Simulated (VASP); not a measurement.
# Ti: relaxation of cell and atoms with PBE

Ti:

```xyz
1
Lattice="-1.6256 1.6256 1.6256 1.6256 -1.6256 1.6256 1.6256 1.6256 -1.6256" Properties=species:S:1:pos:R:3 pbc="T T T"
Ti    0.0000    0.0000    0.0000
```

This isn't the form of Ti at room conditions, which is hcp.

```
Program                : VASP 6.6.1
Task                   : relaxation of cell and atoms
Functional             : PBE
Potentials or basis    : VASP PAW PBE potentials, release 64 (Ti_sv)
Cutoff                 : 600 eV
k mesh                 : 18 × 18 × 18
Occupations            : gaussian, width 0.1 eV
Spin                   : no spin polarisation
Dipole correction      : no
Further INCAR settings : ALGO = Normal; EDIFF = 1e-07; IBRION = 2; EDIFFG = -0.01; NSW = 80; ISIF = 3
```

```yaml
Relaxed_volume: 17.21 Å³/atom
Relaxed_cell: a = 2.817 Å, b = 2.817 Å, c = 2.817 Å, α = 109.47°, β = 109.47°, γ = 109.47°
Space_group_after_relaxing_to_0.1_Å: Im-3m (No. 229)
Energy_gained_by_relaxing: 0.0 meV/atom
Ionic_steps: 3
Pressure_after_relaxing: 0.0 GPa
Band_gap_on_the_k_mesh: zero (bands 6 and 7 overlap by 1.59 eV)
```

Final structure:
```cif
data_structure
_symmetry_space_group_name_H-M 'P 1'
_symmetry_Int_Tables_number 1
_cell_length_a 2.8171
_cell_length_b 2.8171
_cell_length_c 2.8171
_cell_angle_alpha 109.471
_cell_angle_beta 109.471
_cell_angle_gamma 109.471
_cell_volume 17.21
loop_
_atom_site_label
_atom_site_type_symbol
_atom_site_fract_x
_atom_site_fract_y
_atom_site_fract_z
_atom_site_occupancy
Ti1 Ti 0.00000 0.00000 0.00000 1
```

Levels at points of the mesh, in eV from the Fermi level:
```tsv
k point	band 3	band 4	band 5	band 6	band 7	band 8	band 9	band 10
(0.00, 0.00, 0.00)	-32.36	-32.36	-5.97	0.99	0.99	0.99	2.77	2.77
(0.50, 0.00, 0.00)	-32.58	-32.37	-2.47	-0.41	1.17	2.76	3.11	4.31
(0.50, 0.50, 0.50)	-32.84	-32.84	-2.13	-2.13	3.96	3.96	3.96	8.45
```

Run time: 64 s on 1 thread of Intel Xeon 8259CL, with other jobs on the host, peak memory 0.17 GiB.
